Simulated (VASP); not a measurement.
CdTe:

```
Cd Te
1.0
     0.00000    3.28211    3.28211
     3.28211    0.00000    3.28211
     3.28211    3.28211    0.00000
Cd Te
1 1
Direct
  0.00000 0.00000 0.00000
  0.25000 0.25000 0.25000
```

- Program: VASP 6.6.1
- Task: relaxation of cell and atoms
- Functional: PBE
- Potentials or basis: VASP PAW PBE potentials, release 64 (Cd, Te)
- Cutoff: 500 eV
- k mesh: 8 × 8 × 8
- Occupations: gaussian, width 0.02 eV
- Spin: no spin polarisation

At the start: pressure 1.0 GPa; volume 35.36 Å³/atom.

Question: How do energy, volume and symmetry change on relaxing?

Answer: Over 3 steps the energy falls by 3.1 meV/atom and the volume is 36.34 Å³/atom (+2.8 %); space group F-43m (No. 216, to 0.1 Å) before and after.

The path:
```tsv
step	energy change (eV)	largest force (eV/Å)	pressure (GPa)	volume (Å³)
1	0.0000	0.0000	1.03	70.71
2	-0.0059	0.0000	-0.19	73.07
3	-0.0061	0.0000	0.00	72.67
```

Final structure:
```cif
data_structure
_symmetry_space_group_name_H-M 'P 1'
_symmetry_Int_Tables_number 1
_cell_length_a 4.6841
_cell_length_b 4.6841
_cell_length_c 4.6841
_cell_angle_alpha 60.000
_cell_angle_beta 60.000
_cell_angle_gamma 60.000
_cell_volume 72.67
loop_
_atom_site_label
_atom_site_type_symbol
_atom_site_fract_x
_atom_site_fract_y
_atom_site_fract_z
_atom_site_occupancy
Cd1 Cd 0.00000 0.00000 0.00000 1
Te1 Te 0.25000 0.25000 0.25000 1
```
